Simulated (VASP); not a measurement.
Here is a VASP 6.6.1 calculation.

The input INCAR:

```
ALGO = Normal
EDIFF = 1E-6
ENCUT = 520
GGA = PE
ISIF = 2
ISMEAR = 0
LASPH = True
LCHARG = False
LREAL = False
LWAVE = False
NBANDS = 15
NELM = 60
PREC = Accurate
SIGMA = 0.026000000000000002
```

KPOINTS

```
k-points
0
Gamma
  7 7 7
```

File POSCAR:

```
KBr
1.0
    0.0000000000      3.3000000000      3.3000000000
    3.3000000000      0.0000000000      3.3000000000
    3.3000000000      3.3000000000      0.0000000000
Br K
1 1
Direct
    0.5000000000      0.5000000000      0.5000000000
    0.0000000000      0.0000000000      0.0000000000
```

Potentials or basis: VASP PAW PBE potentials, release 64 (Br, K_sv).

The run is started by

```bash
$ cat potpaw_PBE.64/Br/POTCAR potpaw_PBE.64/K_sv/POTCAR > POTCAR
$ mpirun -np 1 vasp_std > vasp.out
```

Q: Predict the band gap on the k mesh.

A: 4.43 eV, direct.

Q: Estimate the pressure.

A: 0.8 GPa.

A k mesh can miss the band edges. As with any semilocal functional, this PBE gap is likely too small.
